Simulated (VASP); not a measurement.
# HgPd (P4/mmm) in VASP: further runs

HgPd is run at these levels: LDA; tasks: relaxation of cell and atoms.

Program: VASP 6.6.1. These are calculated values, not measurements. Logs are shortened: lines on timing, memory, paths and dates and some standing lists are left out, and cuts for length are marked.

## Step 1: The cell of the first run

Symmetry: P4/mmm, No. 123, tetragonal system. Conventional cell: a = 2.979 Å, b = 2.979 Å, c = 3.703 Å, α = 90.00°, β = 90.00°, γ = 90.00°. Hg (site symmetry 4/mmm) has 8 Pd at 2.80 Å and 6 Hg at 2.98 to 3.70 Å within 3.8 Å. Pd (site symmetry 4/mmm) has 8 Hg at 2.80 Å and 6 Pd at 2.98 to 3.70 Å within 3.8 Å.

## Step 2: Relaxation of cell and atoms, LDA

Contents of INCAR:

```
SYSTEM = HgPd
PREC = Accurate ; ENCUT = 600
EDIFF = 1E-7 ; ISMEAR = -1
SIGMA = 0.15 ; LREAL = .False.
LASPH = .True. ; NELM = 80
ALGO = Fast ; ISIF = 3
LWAVE = .False. ; LCHARG = .False.
IBRION = 2 ; NSW = 80
EDIFFG = -0.001
```

Contents of KPOINTS:

```
regular mesh
0
Gamma
  14 14 12
  0 0 0
```

Contents of POSCAR:

```
HgPd
1.0
    2.9790427099      0.0000000000      0.0000000000
    0.0000000000      2.9790427099      0.0000000000
    0.0000000000      0.0000000000      3.7033618262
Hg Pd
1 1
Direct
    0.0000000000      0.0000000000      0.0000000000
    0.5000000000      0.5000000000      0.5000000000
```

Potentials or basis: VASP PAW LDA potentials, release 64 (Hg, Pd).

The run is started by

```console
cat potpaw_LDA.64/Hg/POTCAR potpaw_LDA.64/Pd/POTCAR > POTCAR
mpirun -np 1 vasp_std > vasp.out
```

OUTCAR:

```text
SYSTEM = HgPd
   PREC = Accurate
   ENCUT = 600
   EDIFF = 1E-7
   ISMEAR = -1
   LREAL = .False.
   LASPH = .True.
   NELM = 80
   ISIF = 3
   IBRION = 2
   NSW = 80
   EDIFFG = -0.001

 ion  position               nearest neighbor table
   1  0.000  0.000  0.000-   2 2.80   2 2.80   2 2.80   2 2.80   2 2.80   2 2.80   2 2.80   2 2.80

   2  0.500  0.500  0.500-   1 2.80   1 2.80   1 2.80   1 2.80   1 2.80   1 2.80   1 2.80   1 2.80

  LATTYP: Found a simple tetragonal cell.
 ALAT       =     2.9790427099
 C/A-ratio  =     1.2431382114

  Lattice vectors:

 A1 = (   2.9790427099,   0.0000000000,   0.0000000000)
 A2 = (   0.0000000000,   2.9790427099,   0.0000000000)
 A3 = (   0.0000000000,   0.0000000000,   3.7033618262)

Analysis of symmetry for initial positions (statically):
=====================================================================
 Subroutine PRICEL returns:
 Original cell was already a primitive cell.

 Routine SETGRP: Setting up the symmetry group for a
 simple tetragonal supercell.

 Subroutine GETGRP returns: Found 16 space group operations
 (whereof 16 operations were pure point group operations)
 out of a pool of 16 trial point group operations.

The static configuration has the point symmetry D_4h.

Analysis of symmetry for dynamics (positions and initial velocities):
=====================================================================
 Subroutine PRICEL returns:
 Original cell was already a primitive cell.

 Routine SETGRP: Setting up the symmetry group for a
 simple tetragonal supercell.

 Subroutine GETGRP returns: Found 16 space group operations
 (whereof 16 operations were pure point group operations)
 out of a pool of 16 trial point group operations.

The dynamic configuration has the point symmetry D_4h.

 Subroutine INISYM returns: Found 16 space group operations
 (whereof 16 operations are pure point group operations),
 and found     1 'primitive' translations

----------------------------------------------------------------------------------------

                                     Primitive cell

  volume of cell :      32.8662

  direct lattice vectors                    reciprocal lattice vectors
     2.979042710  0.000000000  0.000000000     0.335678303  0.000000000  0.000000000
     0.000000000  2.979042710  0.000000000     0.000000000  0.335678303  0.000000000
     0.000000000  0.000000000  3.703361826     0.000000000  0.000000000  0.270024925

  length of vectors
     2.979042710  2.979042710  3.703361826     0.335678303  0.335678303  0.270024925

  position of ions in fractional coordinates (direct lattice)
     0.000000000  0.000000000  0.000000000
     0.500000000  0.500000000  0.500000000

  ion indices of the primitive-cell ions
   primitive index   ion index
                 1           1
                 2           2

----------------------------------------------------------------------------------------

 KPOINTS: regular mesh

Automatic generation of k-mesh.
 Grid dimensions read from file:
 generate k-points for:   14   14   12

 Generating k-lattice:

  Cartesian coordinates                     Fractional coordinates (reciprocal lattice)
     0.023977022  0.000000000  0.000000000     0.071428571  0.000000000  0.000000000
     0.000000000  0.023977022  0.000000000     0.000000000  0.071428571  0.000000000
     0.000000000  0.000000000  0.022502077     0.000000000  0.000000000  0.083333333

  Length of vectors
     0.023977022  0.023977022  0.022502077

  Shift w.r.t. Gamma in fractional coordinates (k-lattice)
     0.000000000  0.000000000  0.000000000

 Subroutine IBZKPT returns following result:
 ===========================================

 Found    252 irreducible k-points:

 Following reciprocal coordinates:
            Coordinates               Weight
  0.000000  0.000000  0.000000      1.000000
  0.071429  0.000000  0.000000      4.000000
  0.142857  0.000000  0.000000      4.000000
  0.214286  0.000000  0.000000      4.000000
  0.285714  0.000000  0.000000      4.000000
  0.357143  0.000000  0.000000      4.000000
[... 16 lines left out ...]
  0.285714  0.214286  0.000000      8.000000
  0.357143  0.214286  0.000000      8.000000
 [... further k-points ...]
   k-points           NKPTS =    252   k-points in BZ     NKDIM =    252   number of bands    NBANDS=     15
   number of dos      NEDOS =    301   number of ions     NIONS =      2
   total plane-waves  NPLWV =  17280
   dimension x,y,z NGX =    24 NGY =   24 NGZ =   30
   dimension x,y,z NGXF=    48 NGYF=   48 NGZF=   60
   ions per type =               1   1
   NGX,Y,Z   is equivalent  to a cutoff of  13.39, 13.39, 13.47 a.u.
   NGXF,Y,Z  is equivalent  to a cutoff of  26.79, 26.79, 26.93 a.u.
 SYSTEM =  HgPd
   PREC   = accura    normal or accurate (medium, high low for compatibility)
   ISTART =      0    job   : 0-new  1-cont  2-samecut
   ICHARG =      2    charge: 1-file 2-atom 10-const
   ISPIN  =      1    spin polarized calculation?
   LNONCOLLINEAR =      F non collinear calculations
   LSORBIT =      F    spin-orbit coupling
   LASPH  =      T    aspherical Exc in radial PAW
   ENCUT  =  600.0 eV  44.10 Ry    6.64 a.u.   5.95  5.95  7.40*2*pi/ulx,y,z
   NELM   =     80;   NELMIN=  2; NELMDL= -5     # of ELM steps
   EDIFF  = 0.1E-06   stopping-criterion for ELM
   LREAL  =      F    real-space projection
   EDIFFG = -.1E-02   stopping-criterion for IOM
   NSW    =     80    number of steps for IOM
   IBRION =      2    ionic relax: 0-MD 1-quasi-New 2-CG
   NFREE  =      1    steps in history (QN), initial steepest desc. (CG)
   ISIF   =      3    stress and relaxation
   ISYM   =      2    0-nonsym 1-usesym 2-fastsym
   POTIM  = 0.5000    time-step for ionic-motion
   TEBEG  =    0.0;   TEEND  =   0.0 temperature during run
   PSTRESS=    0.0 pullay stress
   NELECT =      22.0000    total number of electrons
   NUPDOWN=      -1.0000    fix difference up-down
   EMIN   =  10.00;   EMAX   =-10.00  energy-range for DOS
   EFERMI =   0.00;   METHOD = LEGACY
   ISMEAR =    -1;   SIGMA  =   0.15  broadening in eV -4-tet -1-fermi 0-gaus
   EFERMI_NEDOS =   21; number of points for ismear=-14 and -15
   IALGO  =     68    algorithm
   IMIX   =      4    mixing-type and parameters
     AMIX     =   0.40;   BMIX     =  1.00
     AMIX_MAG =   1.60;   BMIX_MAG =  1.00
  volume/ion in A,a.u.               =      16.43       110.90
  Fermi-wavevector in a.u.,A,eV,Ry     =   1.432075  2.706230 27.903368  2.050840
  Thomas-Fermi vector in A             =   2.551742
   LORBIT       =      0    0 simple, 1 ext, 2 COOP (PROOUT), +10 PAW based schemes
   GGA     = CA    functional components
   LHFCALC =     F    Hartree Fock is set to
   AEXX    =    0.0000 exact exchange contribution
   IVDW    =     0    specifies the selected vdW correction
   LEPSILON=     F    determine dielectric tensor
   LRPA    =     F    only Hartree local field effects (RPA)
 conjugate gradient relaxation of ions
 non-spin polarized calculation
 RMM-DIIS sequential band-by-band and
  energy-cutoff  :      600.00
  volume of cell :       32.87
 maximum number of plane-waves:      1124
 NGX is ok and might be reduce to    24
   NGX = 11   NGY = 11   NGZ = 15

--------------------------------------- Ionic step        1  -------------------------------------------

 number of electron      21.9999999 magnetization

 Free energy of the ion-electron system (eV)
  ---------------------------------------------------
  ext. energy  EPLUGINS =         0.00000000
  ---------------------------------------------------
  free energy    TOTEN  =        -7.97393615 eV

  energy without entropy =       -7.93391245  energy(sigma->0) =       -7.95392430

------------------------ aborting loop because EDIFF is reached ----------------------------------------

  FORCE on cell =-STRESS in cart. coord.  units (eV):
  Direction    XX          YY          ZZ          XY          YZ          ZX
  --------------------------------------------------------------------------------------
  -------------------------------------------------------------------------------------
  Total        0.4244971      0.4244971      0.3626954      0.0000000      0.0000000      0.0000000
  in kB       20.6935855     20.6935855     17.6808469      0.0000000      0.0000000      0.0000000
  external PRESSURE =      19.6893393 kB  Pullay stress =       0.0000000 kB
[... 89 lines left out ...]
  FREE ENERGIE OF THE ION-ELECTRON SYSTEM (eV)
  ---------------------------------------------------
  free  energy   TOTEN  =        -7.9762784986 eV

  energy  without entropy=       -7.9356542688  energy(sigma->0) =       -7.95596638

[... ionic steps 4 to 7 ...]

--------------------------------------- Ionic step        8  -------------------------------------------

 number of electron      21.9999999 magnetization

------------------------ aborting loop because EDIFF is reached ----------------------------------------
[... 67 lines left out ...]
--------------------------------------- Ionic step       10  -------------------------------------------

 number of electron      21.9999999 magnetization

 Free energy of the ion-electron system (eV)
  ---------------------------------------------------
  ext. energy  EPLUGINS =         0.00000000
  ---------------------------------------------------
  free energy    TOTEN  =        -7.97644437 eV

  energy without entropy =       -7.93500877  energy(sigma->0) =       -7.95572657

 E-fermi :   7.0107     XC(G=0): -12.9683

 val. band max:        6.9992033033   @ k =   0.3571   0.0714   0.4167
 cond. band min:       7.0266536674   @ k =   0.5000   0.0000   0.2500
 fundamental gap:      0.0274503641
 Fermi energy:         7.0107100385

 k-point     1 :       0.0000    0.0000    0.0000
  band No.  band energies     occupation
      1      -2.9444      2.00000
      2      -1.7078      2.00000
      3      -1.3934      2.00000
      4      -0.0387      2.00000
      5      -0.0387      2.00000
      6       0.4981      2.00000
      7       3.5561      2.00000
      8       4.2334      2.00000
      9       5.5023      1.99991
     10       5.5023      1.99991
     11       5.6521      1.99977
     12       9.5309      0.00000
     13      15.3134      0.00000
     14      15.3134      0.00000
[... 401 lines left out ...]
      2      -0.7649      2.00000
      3      -0.7489      2.00000
      4      -0.4472      2.00000
      5      -0.3318      2.00000
      6       1.2079      2.00000
      7       4.1492      2.00000
      8       4.2173      2.00000
      9       4.2875      2.00000
     10       5.0280      2.00000
     11       5.2763      1.99998
     12       8.9873      0.00000
     13      14.0427      0.00000
     14      15.2172      0.00000
     15      17.2337      0.00000

 [... further k-points ...]

------------------------ aborting loop because EDIFF is reached ----------------------------------------

  FORCE on cell =-STRESS in cart. coord.  units (eV):
  Direction    XX          YY          ZZ          XY          YZ          ZX
  --------------------------------------------------------------------------------------
  -------------------------------------------------------------------------------------
  Total       -0.0015604     -0.0015604     -0.0008778      0.0000000     -0.0000000      0.0000000
  in kB       -0.0751849     -0.0751849     -0.0422966      0.0000000     -0.0000000      0.0000000
  external PRESSURE =      -0.0642221 kB  Pullay stress =       0.0000000 kB
[... 17 lines left out ...]
  FREE ENERGIE OF THE ION-ELECTRON SYSTEM (eV)
  ---------------------------------------------------
  free  energy   TOTEN  =        -7.9764443722 eV

  energy  without entropy=       -7.9350087697  energy(sigma->0) =       -7.95572657

 reached required accuracy - stopping structural energy minimisation
```

Run time: 8.7 min. Hardware: 1 thread of Intel Xeon Platinum 8259CL at 2.50GHz (Skylake/Cascade Lake), shared host; peak memory 0.3 GiB.

Results:

```yaml
Free_energy: -7.9764 eV
Relaxed_volume: 16.63 Å³/atom
Relaxed_cell: a = 3.000 Å, b = 3.000 Å, c = 3.696 Å, α = 90.00°, β = 90.00°, γ = 90.00°
Space_group_after_relaxing_to_0.1_Å: P4/mmm (No. 123)
Energy_gained_by_relaxing: 1.3 meV/atom
Ionic_steps: 10
Pressure_after_relaxing: 0.0 GPa
Band_gap_on_the_k_mesh: zero (bands 11 and 12 overlap by 3.98 eV)
```

Step by step:
```tsv
step	energy change (eV)	largest force (eV/Å)	pressure (GPa)	volume (Å³)
1	0.0000	0.0000	1.97	32.87
2	0.0027	0.0000	-2.74	33.84
3	-0.0023	0.0000	0.00	33.25
4	-0.0023	0.0000	-0.06	33.26
5	-0.0024	0.0000	-0.06	33.26
6	-0.0025	0.0000	-0.07	33.26
7	-0.0024	0.0000	-0.07	33.27
8	-0.0025	0.0000	-0.07	33.27
9	-0.0025	0.0000	0.25	33.20
10	-0.0025	0.0000	-0.01	33.25
```

Final structure:
```yaml
crystal:
  lattice:
    - [2.99962, 0.00000, 0.00000]
    - [0.00000, 2.99962, 0.00000]
    - [0.00000, 0.00000, 3.69553]
  atoms:
    - { symbol: Hg, position: [0.00000, 0.00000, 0.00000] }
    - { symbol: Pd, position: [0.50000, 0.50000, 0.50000] }
```

Caveat: spin-orbit coupling is left out, which moves the levels of the heavy elements.

## Step 3: Relaxation of cell and atoms, LDA, target pressure 8 GPa, at which the enthalpy is minimised

Contents of INCAR:

```
SYSTEM = HgPd
PREC     = Accurate       ! precision mode
ENCUT    = 600            ! plane-wave cutoff, eV
EDIFF    = 1E-6           ! SCF threshold, eV
ISMEAR   = -1             ! smearing method
SIGMA    = 0.15           ! smearing width, eV
LREAL    = .False.        ! projectors in reciprocal space
LASPH    = .True.         ! aspherical terms in the spheres
NELM     = 80             ! most SCF steps
ALGO     = Fast           ! electronic algorithm
ISIF     = 3              ! what is computed and relaxed
LWAVE    = .False.        ! write WAVECAR
LCHARG   = .False.        ! write CHGCAR
GGA      = CA             ! functional
IBRION   = 2              ! ionic algorithm
NSW      = 80             ! ionic steps
EDIFFG   = -0.001         ! ionic threshold
PSTRESS  = 80.0
```

KPOINTS is that of step 2.

Contents of POSCAR:

```
HgPd
1.0
    2.9915768299      0.0000000000      0.0000000000
    0.0000000000      2.9915768299      0.0000000000
    0.0000000000      0.0000000000      3.6754770041
Hg Pd
1 1
Direct
    0.0000000000      0.0000000000      0.0000000000
    0.5000000000      0.5000000000      0.5000000000
```

Potentials or basis: VASP PAW LDA potentials, release 64 (Hg, Pd).

The run is started by

```console
cat potpaw_LDA.64/Hg/POTCAR potpaw_LDA.64/Pd/POTCAR > POTCAR
mpirun -np 1 vasp_std > vasp.out
```

Run time: 9.4 min. Hardware: 1 thread of Intel Xeon Platinum 8259CL at 2.50GHz (Skylake/Cascade Lake), shared host; peak memory 0.29 GiB.

Results (log left out):

```
Free energy                                                : -7.9430 eV
Relaxed volume                                             : 15.92 Å³/atom
Relaxed cell                                               : a = 2.954 Å, b = 2.954 Å, c = 3.650 Å, α = 90.00°, β = 90.00°, γ = 90.00°
Space group after relaxing (to 0.1 Å)                      : P4/mmm (No. 123)
Energy change on relaxing (the run minimises the enthalpy) : +15.7 meV/atom
Ionic steps                                                : 13
Pressure after relaxing                                    : 8.0 GPa
Band gap on the k mesh                                     : zero (bands 11 and 12 overlap by 4.13 eV)
```

Step by step:
| step | energy change (eV) | largest force (eV/Å) | pressure (GPa) | volume (Å³) |
| --- | --- | --- | --- | --- |
| 1 | 0.0000 | 0.0000 | 1.79 | 32.89 |
| 2 | 0.2097 | 0.0000 | 23.12 | 29.95 |
| 3 | 0.0306 | 0.0000 | 7.88 | 31.86 |
| 4 | 0.0316 | 0.0000 | 8.01 | 31.84 |
| 5 | 0.0316 | 0.0000 | 8.02 | 31.84 |
| 6 | 0.0316 | 0.0000 | 8.01 | 31.84 |
| 7 | 0.0317 | 0.0000 | 8.01 | 31.84 |
| 8 | 0.0316 | 0.0000 | 8.03 | 31.84 |
| 9 | 0.0316 | 0.0000 | 8.01 | 31.84 |
| 10 | 0.0316 | 0.0000 | 8.02 | 31.84 |
| 11 | 0.0316 | 0.0000 | 8.02 | 31.84 |
| 12 | 0.0306 | 0.0000 | 7.89 | 31.86 |
| 13 | 0.0314 | 0.0000 | 8.00 | 31.85 |

Final structure:
```
Hg Pd
1.0
     2.95385    0.00000    0.00000
     0.00000    2.95385    0.00000
     0.00000    0.00000    3.64985
Hg Pd
1 1
Direct
  0.00000 0.00000 0.00000
  0.50000 0.50000 0.50000
```

Levels at points of the mesh, in eV from the Fermi level:
| k point | band 9 | band 10 | band 11 | band 12 | band 13 | band 14 |
| --- | --- | --- | --- | --- | --- | --- |
| (0.00, 0.00, 0.00) | -1.56 | -1.56 | -1.42 | 2.45 | 8.48 | 8.48 |
| (0.50, 0.00, 0.00) | -3.60 | -2.65 | -2.12 | 0.31 | 10.25 | 10.61 |
| (0.50, 0.50, 0.00) | -1.69 | -0.82 | -0.22 | -0.22 | 3.69 | 6.90 |
| (0.00, 0.00, 0.50) | -2.58 | -2.58 | -2.09 | -1.62 | 13.48 | 13.48 |
| (0.50, 0.00, 0.50) | -1.76 | -1.54 | -1.41 | -1.08 | 2.29 | 4.84 |
| (0.50, 0.50, 0.50) | -1.82 | -0.81 | 1.90 | 5.68 | 5.68 | 6.69 |

Caveat: the cell is relaxed towards a set pressure, so the run minimises the enthalpy, not the energy; spin-orbit coupling is left out, which moves the levels of the heavy elements.

The gap in the log of VASP goes by the Fermi energy; the results here count the filled bands.